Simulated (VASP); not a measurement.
# K (Fm-3m) in VASP: single point with PBEsol

Aim: the single point of K with PBEsol.

Program: VASP 6.6.1. These are calculated values, not measurements. Logs are shortened: lines on timing, memory, paths and dates and some standing lists are left out, and cuts for length are marked.

### 1 The cell of the first run

The structure is cubic, space group Fm-3m (No. 225). The conventional cell has a = 6.594 Å, b = 6.594 Å, c = 6.594 Å, α = 90.00°, β = 90.00°, γ = 90.00°.

### 2 Single point, PBEsol

INCAR

```
PREC     = Accurate       # precision mode
ENCUT    = 520            # plane-wave cutoff, eV
EDIFF    = 1E-7           # SCF threshold, eV
ISMEAR   = -1             # smearing method
SIGMA    = 0.13605693000000002 # smearing width, eV
LREAL    = False          # projectors in reciprocal space
LASPH    = True           # aspherical terms in the spheres
NELM     = 60             # most SCF steps
ALGO     = Normal         # electronic algorithm
ISIF     = 2              # what is computed and relaxed
LWAVE    = False          # write WAVECAR
LCHARG   = False          # write CHGCAR
GGA      = PS             # functional
NBANDS   = 10             # bands
```

KPOINTS

```
regular mesh
0
Gamma
  9 9 9
```

POSCAR

```
K
1.0
    0.0000000000      3.2968749111      3.2968749111
    3.2968749111      0.0000000000      3.2968749111
    3.2968749111      3.2968749111      0.0000000000
K
1
Direct
    0.0000000000      0.0000000000      0.0000000000
```

Potentials or basis: VASP PAW PBE potentials, release 64 (K_sv).

Command:

```console
cat potpaw_PBE.64/K_sv/POTCAR > POTCAR
mpirun -np 1 vasp_std > vasp.out
```

OUTCAR:

```text
PREC = Accurate
   ENCUT = 520
   EDIFF = 1E-7
   ISMEAR = -1
   LREAL = False
   LASPH = True
   NELM = 60
   ISIF = 2
   GGA = PS

 ion  position               nearest neighbor table
   1  0.000  0.000  0.000-

  LATTYP: Found a face centered cubic cell.
 ALAT       =     6.5937498222

  Lattice vectors:

 A1 = (   0.0000000000,   3.2968749111,   3.2968749111)
 A2 = (   3.2968749111,   0.0000000000,   3.2968749111)
 A3 = (   3.2968749111,   3.2968749111,   0.0000000000)

Analysis of symmetry for initial positions (statically):
=====================================================================
 Subroutine PRICEL returns:
 Original cell was already a primitive cell.

 Routine SETGRP: Setting up the symmetry group for a
 face centered cubic supercell.

 Subroutine GETGRP returns: Found 48 space group operations
 (whereof 48 operations were pure point group operations)
 out of a pool of 48 trial point group operations.

The static configuration has the point symmetry O_h .

Analysis of symmetry for dynamics (positions and initial velocities):
=====================================================================
 Subroutine PRICEL returns:
 Original cell was already a primitive cell.

 Routine SETGRP: Setting up the symmetry group for a
 face centered cubic supercell.

 Subroutine GETGRP returns: Found 48 space group operations
 (whereof 48 operations were pure point group operations)
 out of a pool of 48 trial point group operations.

The dynamic configuration has the point symmetry O_h .

 Subroutine INISYM returns: Found 48 space group operations
 (whereof 48 operations are pure point group operations),
 and found     1 'primitive' translations

----------------------------------------------------------------------------------------

                                     Primitive cell

  volume of cell :      71.6700

  direct lattice vectors                    reciprocal lattice vectors
     0.000000000  3.296874911  3.296874911    -0.151658772  0.151658772  0.151658772
     3.296874911  0.000000000  3.296874911     0.151658772 -0.151658772  0.151658772
     3.296874911  3.296874911  0.000000000     0.151658772  0.151658772 -0.151658772

  length of vectors
     4.662485213  4.662485213  4.662485213     0.262680698  0.262680698  0.262680698

  position of ions in fractional coordinates (direct lattice)
     0.000000000  0.000000000  0.000000000

  ion indices of the primitive-cell ions
   primitive index   ion index
                 1           1

----------------------------------------------------------------------------------------

 KPOINTS: regular mesh

Automatic generation of k-mesh.
 Grid dimensions read from file:
 generate k-points for:    9    9    9

 Generating k-lattice:

  Cartesian coordinates                     Fractional coordinates (reciprocal lattice)
    -0.016850975  0.016850975  0.016850975     0.111111111  0.000000000  0.000000000
     0.016850975 -0.016850975  0.016850975     0.000000000  0.111111111  0.000000000
     0.016850975  0.016850975 -0.016850975     0.000000000  0.000000000  0.111111111

  Length of vectors
     0.029186744  0.029186744  0.029186744

  Shift w.r.t. Gamma in fractional coordinates (k-lattice)
     0.000000000  0.000000000  0.000000000

 Subroutine IBZKPT returns following result:
 ===========================================

 Found     35 irreducible k-points:

 Following reciprocal coordinates:
            Coordinates               Weight
  0.000000  0.000000  0.000000      1.000000
  0.111111  0.000000  0.000000      8.000000
  0.222222  0.000000  0.000000      8.000000
  0.333333  0.000000  0.000000      8.000000
  0.444444  0.000000  0.000000      8.000000
  0.111111  0.111111  0.000000      6.000000
[... 16 lines left out ...]
 -0.333333  0.333333  0.000000     12.000000
  0.444444  0.444444  0.000000      6.000000
 [... further k-points ...]
   k-points           NKPTS =     35   k-points in BZ     NKDIM =     35   number of bands    NBANDS=     10
   number of dos      NEDOS =    301   number of ions     NIONS =      1
   total plane-waves  NPLWV =  46656
   dimension x,y,z NGX =    36 NGY =   36 NGZ =   36
   dimension x,y,z NGXF=    72 NGYF=   72 NGZF=   72
   ions per type =               1
   NGX,Y,Z   is equivalent  to a cutoff of  12.84, 12.84, 12.84 a.u.
   NGXF,Y,Z  is equivalent  to a cutoff of  25.67, 25.67, 25.67 a.u.
 SYSTEM =  unknown system
   PREC   = accura    normal or accurate (medium, high low for compatibility)
   ISTART =      0    job   : 0-new  1-cont  2-samecut
   ICHARG =      2    charge: 1-file 2-atom 10-const
   ISPIN  =      1    spin polarized calculation?
   LNONCOLLINEAR =      F non collinear calculations
   LSORBIT =      F    spin-orbit coupling
   LASPH  =      T    aspherical Exc in radial PAW
   ENCUT  =  520.0 eV  38.22 Ry    6.18 a.u.   8.67  8.67  8.67*2*pi/ulx,y,z
   NELM   =     60;   NELMIN=  2; NELMDL= -5     # of ELM steps
   EDIFF  = 0.1E-06   stopping-criterion for ELM
   LREAL  =      F    real-space projection
   EDIFFG = 0.1E-05   stopping-criterion for IOM
   NSW    =      0    number of steps for IOM
   IBRION =     -1    ionic relax: 0-MD 1-quasi-New 2-CG
   NFREE  =      0    steps in history (QN), initial steepest desc. (CG)
   ISIF   =      2    stress and relaxation
   ISYM   =      2    0-nonsym 1-usesym 2-fastsym
   POTIM  = 0.5000    time-step for ionic-motion
   TEBEG  =    0.0;   TEEND  =   0.0 temperature during run
   PSTRESS=    0.0 pullay stress
   NELECT =       9.0000    total number of electrons
   NUPDOWN=      -1.0000    fix difference up-down
   EMIN   =  10.00;   EMAX   =-10.00  energy-range for DOS
   EFERMI =   0.00;   METHOD = LEGACY
   ISMEAR =    -1;   SIGMA  =   0.14  broadening in eV -4-tet -1-fermi 0-gaus
   EFERMI_NEDOS =   21; number of points for ismear=-14 and -15
   IALGO  =     38    algorithm
   IMIX   =      4    mixing-type and parameters
     AMIX     =   0.40;   BMIX     =  1.00
     AMIX_MAG =   1.60;   BMIX_MAG =  1.00
  volume/ion in A,a.u.               =      71.67       483.65
  Fermi-wavevector in a.u.,A,eV,Ry     =   0.819804  1.549204  9.144177  0.672078
  Thomas-Fermi vector in A             =   1.930673
   LORBIT       =      0    0 simple, 1 ext, 2 COOP (PROOUT), +10 PAW based schemes
   GGA     = PS    functional components
   LHFCALC =     F    Hartree Fock is set to
   AEXX    =    0.0000 exact exchange contribution
   IVDW    =     0    specifies the selected vdW correction
   LEPSILON=     F    determine dielectric tensor
   LRPA    =     F    only Hartree local field effects (RPA)
 non-spin polarized calculation
  energy-cutoff  :      520.00
  volume of cell :       71.67
 maximum number of plane-waves:      1948
   NGX = 17   NGY = 17   NGZ = 17

 number of electron       9.0000000 magnetization

 Free energy of the ion-electron system (eV)
  ---------------------------------------------------
  ext. energy  EPLUGINS =         0.00000000
  ---------------------------------------------------
  free energy    TOTEN  =        -1.15701817 eV

  energy without entropy =       -1.11030938  energy(sigma->0) =       -1.13366377

 E-fermi :  -0.1027     XC(G=0):  -5.7606

 val. band max:       -0.1758263733   @ k =   0.4444   0.0000   0.0000
 cond. band min:      -0.0489500567   @ k =   0.4444   0.3333   0.0000
 fundamental gap:      0.1268763166
 Fermi energy:        -0.1027492700

 k-point     1 :       0.0000    0.0000    0.0000
  band No.  band energies     occupation
      1     -32.0829      2.00000
      2     -15.5920      2.00000
      3     -15.5920      2.00000
      4     -15.5920      2.00000
      5      -2.3076      2.00000
      6       4.1264      0.00000
      7       4.1264      0.00000
      8       4.1264      0.00000
      9       5.4073      0.00000
     10       5.4073      0.00000

 k-point     2 :       0.1111    0.0000    0.0000
  band No.  band energies     occupation
      1     -32.0824      2.00000
      2     -15.6008      2.00000
      3     -15.5932      2.00000
      4     -15.5932      2.00000
      5      -2.1597      2.00000
      6       3.7311      0.00000
      7       4.1810      0.00000
      8       4.1810      0.00000
      9       5.2830      0.00000
     10       5.2830      0.00000

 k-point     3 :       0.2222    0.0000    0.0000
  band No.  band energies     occupation
      1     -32.0811      2.00000
      2     -15.6229      2.00000
      3     -15.5962      2.00000
      4     -15.5962      2.00000
      5      -1.7276      1.99999
      6       2.8855      0.00000
      7       4.2110      0.00000
      8       4.2110      0.00000
      9       5.2235      0.00000
     10       5.2235      0.00000

 k-point     4 :       0.3333    0.0000    0.0000
  band No.  band energies     occupation
      1     -32.0797      2.00000
      2     -15.6479      2.00000
      3     -15.5997      2.00000
      4     -15.5997      2.00000
      5      -1.0461      1.99805
      6       1.8888      0.00000
      7       4.0623      0.00000
      8       4.0623      0.00000
      9       5.5792      0.00000
     10       5.5792      0.00000
[... 222 lines left out ...]
 k-point    22 :      -0.4444    0.3333    0.0000
  band No.  band energies     occupation
      1     -32.0774      2.00000
      2     -15.6526      2.00000
      3     -15.6295      2.00000
      4     -15.6140      2.00000
      5       0.7185      0.00477
      6       1.5171      0.00001
      7       1.9747      0.00000
      8       4.3469      0.00000
      9       4.4637      0.00000
     10       6.2378      0.00000

 k-point    23 :      -0.3333    0.3333    0.0000
  band No.  band energies     occupation
      1     -32.0775      2.00000
      2     -15.6419      2.00000
      3     -15.6415      2.00000
      4     -15.6099      2.00000
      5       0.7170      0.00482
      6       1.6205      0.00001
      7       1.7045      0.00000
      8       4.3327      0.00000
      9       4.6326      0.00000
     10       5.8006      0.00000

 k-point    24 :       0.4444    0.4444    0.0000
  band No.  band energies     occupation
      1     -32.0774      2.00000
      2     -15.6598      2.00000
      3     -15.6183      2.00000
      4     -15.6183      2.00000
      5       0.4106      0.04494
      6       1.6677      0.00000
      7       2.2540      0.00000
      8       4.8302      0.00000
      9       4.8302      0.00000
     10       5.7541      0.00000

 [... further k-points ...]
[... 5 lines left out ...]
  --------------------------------------------------------------------------------------
  -------------------------------------------------------------------------------------
  Total       -0.0087180     -0.0087180     -0.0087180     -0.0000000     -0.0000000     -0.0000000
  in kB       -0.1948909     -0.1948909     -0.1948909     -0.0000000     -0.0000000     -0.0000000
  external PRESSURE =      -0.1948909 kB  Pullay stress =       0.0000000 kB

 VOLUME and BASIS-vectors are now :
 -----------------------------------------------------------------------------
  energy-cutoff  :      520.00
  volume of cell :       71.67
      direct lattice vectors                 reciprocal lattice vectors
     0.000000000  3.296874911  3.296874911    -0.151658772  0.151658772  0.151658772
     3.296874911  0.000000000  3.296874911     0.151658772 -0.151658772  0.151658772
     3.296874911  3.296874911  0.000000000     0.151658772  0.151658772 -0.151658772

 POSITION                                       TOTAL-FORCE (eV/Angst)
 -----------------------------------------------------------------------------------
      0.00000      0.00000      0.00000        -0.000000      0.000000     -0.000000
 -----------------------------------------------------------------------------------
    total drift:                               -0.000000     -0.000000     -0.000000

  FREE ENERGIE OF THE ION-ELECTRON SYSTEM (eV)
  ---------------------------------------------------
  free  energy   TOTEN  =        -1.1570181686 eV

  energy  without entropy=       -1.1103093798  energy(sigma->0) =       -1.13366377
```

It took 43 s on 1 thread of AMD EPYC 7R43 (Zen 3), shared host; peak memory 0.16 GiB.

What came out:

```
Free energy : -1.1570 eV
Pressure    : 0.0 GPa
```

Caveat: the PAW data sets were made with another functional, which shifts forces and pressure a little.
